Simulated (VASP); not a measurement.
# CdSe (Fm-3m) in VASP: settings compared

The runs below take CdSe through single point, with PBE, PBE+D3(BJ).

Everything below comes from runs of VASP 6.6.1. Logs are shortened: lines on timing, memory, paths and dates and some standing lists are left out, and cuts for length are marked.

**1. The cell of the first run**

It takes space group Fm-3m (No. 225, cubic). Conventional cell: a = 5.748 Å, b = 5.748 Å, c = 5.748 Å, α = 90.00°, β = 90.00°, γ = 90.00°. Within 3.8 Å of Cd (site symmetry m-3m) lie 6 Se at 2.87 Å. Se (site symmetry m-3m) has 6 Cd at 2.87 Å within 3.8 Å.

**2. Single point, PBE, collinear spin, zero start**

Input file INCAR:

```
PREC     = Accurate       # precision mode
ENCUT    = 520            # plane-wave cutoff, eV
EDIFF    = 1E-6           # SCF threshold, eV
ISMEAR   = 0              # smearing method
SIGMA    = 0.1            # smearing width, eV
LREAL    = F              # projectors in reciprocal space
LASPH    = T              # aspherical terms in the spheres
NELM     = 150            # most SCF steps
ALGO     = Normal         # electronic algorithm
ISIF     = 2              # what is computed and relaxed
LWAVE    = F              # write WAVECAR
LCHARG   = T              # write CHGCAR
ISPIN    = 2              # spin polarisation
MAGMOM   = 0 0            # initial moments
LORBIT   = 11             # projections on sites
GGA      = PE             # functional
LELF     = T              # ELF
LVHAR    = T            
NBANDS   = 20             # bands
NELECT   = 20.0
```

Input file KPOINTS:

```
Automatic mesh
0
Gamma
  2 2 2
```

Input file POSCAR:

```
CdSe
1.0
    0.0000000000      2.8739580000      2.8739580000
    2.8739580000      0.0000000000      2.8739580000
    2.8739580000      2.8739580000      0.0000000000
Cd Se
1 1
Direct
    0.0000000000      0.0000000000      0.0000000000
    0.5000000000      0.5000000000      0.5000000000
```

Potentials or basis: VASP PAW PBE potentials, release 64 (Cd, Se).

Command:

```bash
> cat potpaw_PBE.64/Cd/POTCAR potpaw_PBE.64/Se/POTCAR > POTCAR
> mpirun -np 1 vasp_std > vasp.out
```

OUTCAR:

```text
PREC = Accurate
   ENCUT = 520
   EDIFF = 1E-6
   ISMEAR = 0
   LREAL = F
   LASPH = T
   NELM = 150
   ISIF = 2
   ISPIN = 2
   LORBIT = 11
   GGA = PE
   NELECT = 20.0

 ion  position               nearest neighbor table
   1  0.000  0.000  0.000-   2 2.87   2 2.87   2 2.87   2 2.87   2 2.87   2 2.87
   2  0.500  0.500  0.500-   1 2.87   1 2.87   1 2.87   1 2.87   1 2.87   1 2.87

  LATTYP: Found a face centered cubic cell.
 ALAT       =     5.7479160000

  Lattice vectors:

 A1 = (   0.0000000000,   2.8739580000,   2.8739580000)
 A2 = (   2.8739580000,   0.0000000000,   2.8739580000)
 A3 = (   2.8739580000,   2.8739580000,   0.0000000000)

Analysis of symmetry for initial positions (statically):
=====================================================================
 Subroutine PRICEL returns:
 Original cell was already a primitive cell.

 Routine SETGRP: Setting up the symmetry group for a
 face centered cubic supercell.

 Subroutine GETGRP returns: Found 48 space group operations
 (whereof 48 operations were pure point group operations)
 out of a pool of 48 trial point group operations.

The static configuration has the point symmetry O_h .

Analysis of symmetry for dynamics (positions and initial velocities):
=====================================================================
 Subroutine PRICEL returns:
 Original cell was already a primitive cell.

 Routine SETGRP: Setting up the symmetry group for a
 face centered cubic supercell.

 Subroutine GETGRP returns: Found 48 space group operations
 (whereof 48 operations were pure point group operations)
 out of a pool of 48 trial point group operations.

The dynamic configuration has the point symmetry O_h .

Analysis of structural, dynamic, and magnetic symmetry:
=====================================================================
 Subroutine PRICEL returns:
 Original cell was already a primitive cell.

 Routine SETGRP: Setting up the symmetry group for a
 face centered cubic supercell.

 Subroutine GETGRP returns: Found 48 space group operations
 (whereof 48 operations were pure point group operations)
 out of a pool of 48 trial point group operations.

The overall configuration has the point symmetry O_h .

 Subroutine INISYM returns: Found 48 space group operations
 (whereof 48 operations are pure point group operations),
 and found     1 'primitive' translations

----------------------------------------------------------------------------------------

                                     Primitive cell

  volume of cell :      47.4757

  direct lattice vectors                    reciprocal lattice vectors
     0.000000000  2.873958000  2.873958000    -0.173976098  0.173976098  0.173976098
     2.873958000  0.000000000  2.873958000     0.173976098 -0.173976098  0.173976098
     2.873958000  2.873958000  0.000000000     0.173976098  0.173976098 -0.173976098

  length of vectors
     4.064390381  4.064390381  4.064390381     0.301335442  0.301335442  0.301335442

  position of ions in fractional coordinates (direct lattice)
     0.000000000  0.000000000  0.000000000
     0.500000000  0.500000000  0.500000000

  ion indices of the primitive-cell ions
   primitive index   ion index
                 1           1
                 2           2

----------------------------------------------------------------------------------------

 KPOINTS: Automatic mesh

Automatic generation of k-mesh.
 Grid dimensions read from file:
 generate k-points for:    2    2    2

 Generating k-lattice:

  Cartesian coordinates                     Fractional coordinates (reciprocal lattice)
    -0.086988049  0.086988049  0.086988049     0.500000000  0.000000000  0.000000000
     0.086988049 -0.086988049  0.086988049     0.000000000  0.500000000  0.000000000
     0.086988049  0.086988049 -0.086988049     0.000000000  0.000000000  0.500000000

  Length of vectors
     0.150667721  0.150667721  0.150667721

  Shift w.r.t. Gamma in fractional coordinates (k-lattice)
     0.000000000  0.000000000  0.000000000

 Subroutine IBZKPT returns following result:
 ===========================================

 Found      3 irreducible k-points:

 Following reciprocal coordinates:
            Coordinates               Weight
  0.000000  0.000000  0.000000      1.000000
  0.500000  0.000000  0.000000      4.000000
  0.500000  0.500000  0.000000      3.000000
   k-points           NKPTS =      3   k-points in BZ     NKDIM =      3   number of bands    NBANDS=     20
   number of dos      NEDOS =    301   number of ions     NIONS =      2
   total plane-waves  NPLWV =  27000
   dimension x,y,z NGX =    30 NGY =   30 NGZ =   30
   dimension x,y,z NGXF=    60 NGYF=   60 NGZF=   60
   ions per type =               1   1
   NGX,Y,Z   is equivalent  to a cutoff of  12.27, 12.27, 12.27 a.u.
   NGXF,Y,Z  is equivalent  to a cutoff of  24.54, 24.54, 24.54 a.u.
 SYSTEM =  unknown system
   PREC   = accura    normal or accurate (medium, high low for compatibility)
   ISTART =      0    job   : 0-new  1-cont  2-samecut
   ICHARG =      2    charge: 1-file 2-atom 10-const
   ISPIN  =      2    spin polarized calculation?
   LNONCOLLINEAR =      F non collinear calculations
   LSORBIT =      F    spin-orbit coupling
   LASPH  =      T    aspherical Exc in radial PAW
   ENCUT  =  520.0 eV  38.22 Ry    6.18 a.u.   7.56  7.56  7.56*2*pi/ulx,y,z
   NELM   =    150;   NELMIN=  2; NELMDL= -5     # of ELM steps
   EDIFF  = 0.1E-05   stopping-criterion for ELM
   LREAL  =      F    real-space projection
   EDIFFG = 0.1E-04   stopping-criterion for IOM
   NSW    =      0    number of steps for IOM
   IBRION =     -1    ionic relax: 0-MD 1-quasi-New 2-CG
   NFREE  =      0    steps in history (QN), initial steepest desc. (CG)
   ISIF   =      2    stress and relaxation
   ISYM   =      2    0-nonsym 1-usesym 2-fastsym
   POTIM  = 0.5000    time-step for ionic-motion
   TEBEG  =    0.0;   TEEND  =   0.0 temperature during run
   PSTRESS=    0.0 pullay stress
   NELECT =      20.0000    total number of electrons
   NUPDOWN=      -1.0000    fix difference up-down
   EMIN   =  10.00;   EMAX   =-10.00  energy-range for DOS
   EFERMI =   0.00;   METHOD = LEGACY
   ISMEAR =     0;   SIGMA  =   0.10  broadening in eV -4-tet -1-fermi 0-gaus
   EFERMI_NEDOS =   21; number of points for ismear=-14 and -15
   IALGO  =     38    algorithm
   IMIX   =      4    mixing-type and parameters
     AMIX     =   0.40;   BMIX     =  1.00
     AMIX_MAG =   1.60;   BMIX_MAG =  1.00
  volume/ion in A,a.u.               =      23.74       160.19
  Fermi-wavevector in a.u.,A,eV,Ry     =   1.227235  2.319138 20.491814  1.506106
  Thomas-Fermi vector in A             =   2.362206
   LORBIT       =     11    0 simple, 1 ext, 2 COOP (PROOUT), +10 PAW based schemes
   GGA     = PE    functional components
   LHFCALC =     F    Hartree Fock is set to
   AEXX    =    0.0000 exact exchange contribution
   IVDW    =     0    specifies the selected vdW correction
   LEPSILON=     F    determine dielectric tensor
   LRPA    =     F    only Hartree local field effects (RPA)
 spin polarized calculation
 Gauss-broadening in eV      SIGMA  =   0.10
  energy-cutoff  :      520.00
  volume of cell :       47.48
 maximum number of plane-waves:      1298
   NGX = 15   NGY = 15   NGZ = 15

 number of electron      20.0000008 magnetization       0.0000000

 number of electron      20.0000008 magnetization      -0.0000000

 Free energy of the ion-electron system (eV)
  ---------------------------------------------------
  ext. energy  EPLUGINS =         0.00000000
  ---------------------------------------------------
  free energy    TOTEN  =         3.44988715 eV

  energy without entropy =        3.44988715  energy(sigma->0) =        3.44988715

 E-fermi :   4.8532     XC(G=0): -10.7870

 val. band max:        4.3853572200   @ k =   0.5000   0.0000   0.0000
 cond. band min:       6.6987308897   @ k =   0.5000   0.5000   0.0000
 fundamental gap:      2.3133736696
 Fermi energy:         4.8531978010

 spin component 1

 k-point     1 :       0.0000    0.0000    0.0000
  band No.  band energies     occupation
      1     -10.7295      1.00000
      2      -5.9491      1.00000
      3      -5.9491      1.00000
      4      -5.9491      1.00000
      5      -5.9369      1.00000
      6      -5.9369      1.00000
[... 12 lines left out ...]
     19      13.4689      0.00000
     20      16.3860      0.00000

 k-point     2 :       0.5000    0.0000    0.0000
  band No.  band energies     occupation
      1      -9.6829      1.00000
      2      -6.1598      1.00000
      3      -6.1598      1.00000
      4      -6.1297      1.00000
      5      -5.7945      1.00000
      6      -5.7945      1.00000
[... 12 lines left out ...]
     19      16.5196      0.00000
     20      22.8856      0.00000

 k-point     3 :       0.5000    0.5000    0.0000
  band No.  band energies     occupation
      1      -9.8353      1.00000
      2      -6.0728      1.00000
      3      -5.8546      1.00000
      4      -5.7436      1.00000
      5      -5.7436      1.00000
      6      -5.1769      1.00000
[... 12 lines left out ...]
     19      18.0690      0.00000
     20      19.6899      0.00000
 Fermi energy:         4.8531978010

 spin component 2

 k-point     1 :       0.0000    0.0000    0.0000
  band No.  band energies     occupation
      1     -10.7295      1.00000
      2      -5.9491      1.00000
      3      -5.9491      1.00000
      4      -5.9491      1.00000
      5      -5.9369      1.00000
      6      -5.9369      1.00000
[... 12 lines left out ...]
     19      13.4689      0.00000
     20      16.3860      0.00000

 k-point     2 :       0.5000    0.0000    0.0000
  band No.  band energies     occupation
      1      -9.6829      1.00000
      2      -6.1598      1.00000
      3      -6.1598      1.00000
      4      -6.1297      1.00000
      5      -5.7945      1.00000
      6      -5.7945      1.00000
[... 12 lines left out ...]
     19      16.5196      0.00000
     20      22.8850      0.00000

 k-point     3 :       0.5000    0.5000    0.0000
  band No.  band energies     occupation
      1      -9.8353      1.00000
      2      -6.0728      1.00000
      3      -5.8546      1.00000
      4      -5.7436      1.00000
      5      -5.7436      1.00000
      6      -5.1769      1.00000
[... 12 lines left out ...]
     19      18.0690      0.00000
     20      19.6899      0.00000

------------------------ aborting loop because EDIFF is reached ----------------------------------------

  FORCE on cell =-STRESS in cart. coord.  units (eV):
  Direction    XX          YY          ZZ          XY          YZ          ZX
  --------------------------------------------------------------------------------------
  -------------------------------------------------------------------------------------
  Total       20.2084796     20.2084796     20.2084796     -0.0000000      0.0000000      0.0000000
  in kB      681.9821010    681.9821010    681.9821010     -0.0000000      0.0000000      0.0000000
  external PRESSURE =     681.9821010 kB  Pullay stress =       0.0000000 kB

 VOLUME and BASIS-vectors are now :
 -----------------------------------------------------------------------------
  energy-cutoff  :      520.00
  volume of cell :       47.48
      direct lattice vectors                 reciprocal lattice vectors
     0.000000000  2.873958000  2.873958000    -0.173976098  0.173976098  0.173976098
     2.873958000  0.000000000  2.873958000     0.173976098 -0.173976098  0.173976098
     2.873958000  2.873958000  0.000000000     0.173976098  0.173976098 -0.173976098

 POSITION                                       TOTAL-FORCE (eV/Angst)
 -----------------------------------------------------------------------------------
      0.00000      0.00000      0.00000         0.000000      0.000000      0.000000
      2.87396      2.87396      2.87396        -0.000000     -0.000000     -0.000000
 -----------------------------------------------------------------------------------
    total drift:                               -0.000000      0.000000      0.000000

  FREE ENERGIE OF THE ION-ELECTRON SYSTEM (eV)
  ---------------------------------------------------
  free  energy   TOTEN  =         3.4498871463 eV

  energy  without entropy=        3.4498871463  energy(sigma->0) =        3.44988715

 total charge

# of ion       s       p       d       tot
------------------------------------------
    1        0.674   0.365   9.580  10.619
    2        1.586   2.569   0.061   4.215
--------------------------------------------------
tot          2.260   2.933   9.641  14.834

 magnetization (x)

# of ion       s       p       d       tot
------------------------------------------
    1        0.000   0.000  -0.000   0.000
    2        0.000  -0.000   0.000   0.000
--------------------------------------------------
tot          0.000  -0.000  -0.000   0.000
```

It used 9 s of CPU time on 1 thread of AMD EPYC 7R13 Processor (Zen 3), on a shared host.

Results:

```yaml
Free_energy: 3.4499 eV
Net_moment: 0.00 μB per cell
Valence_electrons_inside_the_program's_atomic_spheres: Cd 10.62; Se 4.21
```

Caveat: the k points lie up to 0.95 Å⁻¹ apart; the cell carries a net charge on a neutralising background, which shifts energy and pressure; the cell is charged against a uniform background, so pressure and absolute levels hang on convention.

(Part 1 of 2 ends here.)
